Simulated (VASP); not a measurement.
The system is NaTi2.

```
CELL_PARAMETERS angstrom
3.68186 0.00000 0.00000
-1.84093 3.18858 0.00000
0.00000 0.00000 3.97543
ATOMIC_POSITIONS crystal
Na 0.00000 0.00000 0.00000
Ti 0.33333 0.66667 0.50000
Ti 0.66667 0.33333 0.50000
```

* Program: VASP 6.6.1
* Task: relaxation of cell and atoms
* Functional: PBE
* Potentials or basis: VASP PAW PBE potentials, release 64 (Na_pv, Ti_sv)
* Cutoff: 600 eV
* k mesh: 6 × 6 × 4
* Occupations: gaussian, width 0.1 eV
* Spin: no spin polarisation

At the start: pressure 28.6 GPa; volume 15.56 Å³/atom.

Q: Where does the relaxation end?

A: Over 15 steps the energy falls by 1336.5 meV/atom and the volume is 19.56 Å³/atom (+25.7 %); space group P6/mmm (No. 191, to 0.1 Å) before and after.

Step by step:
```
step  energy change (eV)  largest force (eV/Å)  pressure (GPa)  volume (Å³)
   1              0.0000                0.0000           28.65        46.67
   2             -2.0611                0.0000            1.62        67.84
   3             -2.1236                0.0000           -1.07        72.71
   4             -2.1258                0.0000           -1.62        73.99
   5             -2.3742                0.0000           -2.30        72.53
   6             -3.2043                0.0000           -3.69        67.30
   7             -3.3901                0.0000           13.91        50.47
   8             -3.7207                0.0000           -2.13        62.50
   9             -3.9805                0.0000            2.84        55.84
  10             -3.9982                0.0000            1.53        57.32
  11             -3.9970                0.0000            2.07        56.68
  12             -3.9771                0.0000           -2.25        60.98
  13             -4.0067                0.0000            0.35        58.21
  14             -4.0067                0.0000            0.40        58.15
  15             -4.0095                0.0000           -0.02        58.68
```

Final structure:
```yaml
crystal:
  lattice:
    - [5.16153, 0.00000, 0.00000]
    - [-2.58077, 4.47002, 0.00000]
    - [0.00000, 0.00000, 2.54352]
  atoms:
    - { symbol: Na, position: [0.00000, 0.00000, 0.00000] }
    - { symbol: Ti, position: [0.33333, 0.66667, 0.50000] }
    - { symbol: Ti, position: [0.66667, 0.33333, 0.50000] }
```

Caveat: the k points lie up to 0.62 Å⁻¹ apart in the final cell, too coarse for converged energies and pressures of a metal; the volume moved by over 15 % at a fixed basis, so the end points are rough.
